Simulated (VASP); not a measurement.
# GaN (P6_3mc) in VASP: relaxation of the atoms with PBE

Aim: the relaxation of the atoms of GaN with PBE.

Program: VASP 6.6.1. These are calculated values, not measurements. Logs are shortened: lines on timing, memory, paths and dates and some standing lists are left out, and cuts for length are marked.

**1. The cell of the first run**

Symmetry: P6_3mc, No. 186, hexagonal system. Conventional cell: a = 3.180 Å, b = 3.180 Å, c = 5.166 Å, α = 90.00°, β = 90.00°, γ = 120.00°. Within 2.6 Å of Ga (site symmetry 3m) lie 4 N at 1.94 to 1.95 Å. Within 2.6 Å of N (site symmetry 3m) lie 4 Ga at 1.94 to 1.95 Å.

**2. Relaxation of the atoms, PBE**

INCAR reads:

```
SYSTEM = GaN
PREC     = Accurate       ! precision mode
ENCUT    = 520            ! plane-wave cutoff, eV
EDIFF    = 1E-7           ! SCF threshold, eV
ISMEAR   = 0              ! smearing method
SIGMA    = 0.01           ! smearing width, eV
LREAL    = .FALSE.        ! projectors in reciprocal space
LASPH    = .TRUE.         ! aspherical terms in the spheres
NELM     = 60             ! most SCF steps
ALGO     = Normal         ! electronic algorithm
ISIF     = 2              ! what is computed and relaxed
LWAVE    = .FALSE.        ! write WAVECAR
LCHARG   = .FALSE.        ! write CHGCAR
GGA      = PE             ! functional
IBRION   = 2              ! ionic algorithm
NSW      = 60             ! ionic steps
EDIFFG   = -0.05          ! ionic threshold
```

KPOINTS reads:

```
regular mesh
0
G
  12 12 4
  0 0 0
```

POSCAR reads:

```
GaN
1.0
    3.1800000000      0.0000000000      0.0000000000
   -1.5900000000      2.7539600000      0.0000000000
    0.0000000000      0.0000000000      5.1660000000
Ga N
2 2
Direct
    0.3333333333      0.6666666667      0.0000000000
    0.6666666667      0.3333333333      0.5000000000
    0.3333333333      0.6666666667      0.3750000000
    0.6666666667      0.3333333333      0.8750000000
```

Potentials or basis: VASP PAW PBE potentials, release 64 (Ga_d, N).

Launch:

```
$ cat potpaw_PBE.64/Ga_d/POTCAR potpaw_PBE.64/N/POTCAR > POTCAR
$ mpirun -np 1 vasp_std > vasp.out
```

OUTCAR:

```text
SYSTEM = GaN
   PREC = Accurate
   ENCUT = 520
   EDIFF = 1E-7
   ISMEAR = 0
   LREAL = .FALSE.
   LASPH = .TRUE.
   NELM = 60
   ISIF = 2
   GGA = PE
   IBRION = 2
   NSW = 60
   EDIFFG = -0.05

 ion  position               nearest neighbor table
   1  0.333  0.667  0.000-   3 1.94   4 1.95   4 1.95   4 1.95
   2  0.667  0.333  0.500-   4 1.94   3 1.95   3 1.95   3 1.95
   3  0.333  0.667  0.375-   1 1.94   2 1.95   2 1.95   2 1.95
   4  0.667  0.333  0.875-   2 1.94   1 1.95   1 1.95   1 1.95

  LATTYP: Found a hexagonal cell.
 ALAT       =     3.1800000000
 C/A-ratio  =     1.6245283019

  Lattice vectors:

 A1 = (   3.1800000000,   0.0000000000,   0.0000000000)
 A2 = (  -1.5900000000,   2.7539600000,   0.0000000000)
 A3 = (   0.0000000000,   0.0000000000,   5.1660000000)

Analysis of symmetry for initial positions (statically):
=====================================================================
 Subroutine PRICEL returns:
 Original cell was already a primitive cell.

 Routine SETGRP: Setting up the symmetry group for a
 hexagonal supercell.

 Subroutine GETGRP returns: Found 12 space group operations
 (whereof  6 operations were pure point group operations)
 out of a pool of 24 trial point group operations.

The static configuration has the point symmetry C_3v.
 The point group associated with its full space group is C_6v.

Analysis of symmetry for dynamics (positions and initial velocities):
=====================================================================
 Subroutine PRICEL returns:
 Original cell was already a primitive cell.

 Routine SETGRP: Setting up the symmetry group for a
 hexagonal supercell.

 Subroutine GETGRP returns: Found 12 space group operations
 (whereof  6 operations were pure point group operations)
 out of a pool of 24 trial point group operations.

The dynamic configuration has the point symmetry C_3v.
 The point group associated with its full space group is C_6v.

[... 156 lines left out ...]
  FORCE on cell =-STRESS in cart. coord.  units (eV):
  Direction    XX          YY          ZZ          XY          YZ          ZX
  --------------------------------------------------------------------------------------
  -------------------------------------------------------------------------------------
  Total        1.8634152      1.8634141      2.4744157      0.0000000      0.0000000      0.0000000
  in kB       65.9904464     65.9904088     87.6282407      0.0000000      0.0000000      0.0000000
  external PRESSURE =      73.2030319 kB  Pullay stress =       0.0000000 kB

 VOLUME and BASIS-vectors are now :
 -----------------------------------------------------------------------------
  energy-cutoff  :      520.00
  volume of cell :       45.24
      direct lattice vectors                 reciprocal lattice vectors
     3.180000000  0.000000000  0.000000000     0.314465409  0.181556740  0.000000000
    -1.590000000  2.753960000  0.000000000     0.000000000  0.363113480  0.000000000
     0.000000000  0.000000000  5.166000000     0.000000000  0.000000000  0.193573364

 POSITION                                       TOTAL-FORCE (eV/Angst)
 -----------------------------------------------------------------------------------
     -0.00000      1.83597      0.00000         0.000000      0.000000     -0.134309
      1.59000      0.91799      2.58300        -0.000000     -0.000000     -0.134309
     -0.00000      1.83597      1.93725        -0.000000      0.000000      0.134309
      1.59000      0.91799      4.52025         0.000000      0.000000      0.134309
 -----------------------------------------------------------------------------------
    total drift:                               -0.000001     -0.000001     -0.000219

  FREE ENERGIE OF THE ION-ELECTRON SYSTEM (eV)
  ---------------------------------------------------
  free  energy   TOTEN  =       -24.2850045755 eV

  energy  without entropy=      -24.2850045755  energy(sigma->0) =      -24.28500458

--------------------------------------- Ionic step        2  -------------------------------------------

 number of electron      36.0000002 magnetization

 Free energy of the ion-electron system (eV)
  ---------------------------------------------------
  ext. energy  EPLUGINS =         0.00000000
  ---------------------------------------------------
  free energy    TOTEN  =       -24.28639846 eV

  energy without entropy =      -24.28639846  energy(sigma->0) =      -24.28639846

 E-fermi :   5.5146     XC(G=0): -11.7219

 val. band max:        5.4190774734   @ k =   0.0000   0.0000   0.0000
 cond. band min:       7.4080175949   @ k =   0.0000   0.0000   0.0000
 fundamental gap:      1.9889401216
 Fermi energy:         5.5145741792

 k-point     1 :       0.0000    0.0000    0.0000
  band No.  band energies     occupation
      1     -10.6380      2.00000
      2      -9.6847      2.00000
      3      -8.0179      2.00000
      4      -8.0045      2.00000
      5      -8.0045      2.00000
      6      -7.9412      2.00000
[... 589 lines left out ...]
     21      12.6714      0.00000
     22      13.6544      0.00000

 [... further k-points ...]
[... 5 lines left out ...]
  --------------------------------------------------------------------------------------
  -------------------------------------------------------------------------------------
  Total        2.0078770      2.0078758      2.1794461      0.0000000      0.0000000     -0.0000000
  in kB       71.1063733     71.1063328     77.1822732      0.0000000      0.0000000     -0.0000000
  external PRESSURE =      73.1316598 kB  Pullay stress =       0.0000000 kB

 VOLUME and BASIS-vectors are now :
 -----------------------------------------------------------------------------
  energy-cutoff  :      520.00
  volume of cell :       45.24
      direct lattice vectors                 reciprocal lattice vectors
     3.180000000  0.000000000  0.000000000     0.314465409  0.181556740  0.000000000
    -1.590000000  2.753960000  0.000000000     0.000000000  0.363113480  0.000000000
     0.000000000  0.000000000  5.166000000     0.000000000  0.000000000  0.193573364

 POSITION                                       TOTAL-FORCE (eV/Angst)
 -----------------------------------------------------------------------------------
     -0.00000      1.83597      5.15952         0.000000     -0.000000      0.025197
      1.59000      0.91799      2.57652        -0.000000      0.000000      0.025197
     -0.00000      1.83597      1.94373        -0.000000     -0.000000     -0.025197
      1.59000      0.91799      4.52673         0.000000      0.000000     -0.025197
 -----------------------------------------------------------------------------------
    total drift:                               -0.000001     -0.000001     -0.000577

  FREE ENERGIE OF THE ION-ELECTRON SYSTEM (eV)
  ---------------------------------------------------
  free  energy   TOTEN  =       -24.2863984607 eV

  energy  without entropy=      -24.2863984607  energy(sigma->0) =      -24.28639846

 reached required accuracy - stopping structural energy minimisation
```

Run time: 2.7 min. Hardware: 1 thread of AMD EPYC, shared host; peak memory 0.16 GiB.

What came out:

```
Free energy                  : -24.2864 eV
Energy gained by relaxing    : 0.3 meV/atom
Ionic steps                  : 2
Pressure after relaxing      : 7.3 GPa
Largest force after relaxing : 0.025 eV/Å
Band gap on the k mesh       : 1.99 eV, direct
```

Forces on the atoms (eV/Å):
```
Ga   0.000  0.000  0.025
Ga   0.000  0.000  0.025
N    0.000  0.000 -0.025
N    0.000  0.000 -0.025
```

Step by step:
```
step  energy change (eV)  largest force (eV/Å)  pressure (GPa)
   1              0.0000                0.1343            7.32
   2             -0.0014                0.0252            7.31
```

Final structure:
```
Ga N
1.0
     3.18000    0.00000    0.00000
    -1.59000    2.75396    0.00000
     0.00000    0.00000    5.16600
Ga N
2 2
Cartesian
  0.0000 1.8360 5.1595
  1.5900 0.9180 2.5765
  0.0000 1.8360 1.9437
  1.5900 0.9180 4.5267
```

Levels at points of the mesh, in eV from the valence-band top:
```
           k point  band 16  band 17  band 18  band 19  band 20  band 21
(0.00, 0.00, 0.00)    -0.02     0.00     0.00     1.99     4.29     9.28
(0.50, 0.00, 0.00)    -2.78    -2.21    -1.01     5.08     5.63     6.11
(0.00, 0.00, 0.50)    -0.54    -0.54    -0.54     4.31     4.31     8.53
(0.50, 0.00, 0.50)    -1.97    -1.89    -1.89     4.45     4.45     7.83
```

Caveat: the relaxation stopped at a loose force limit of 0.05 eV/Å, so its end isn't a converged minimum. Expect the measured gap to be larger: semilocal functionals such as PBE lack the derivative discontinuity.
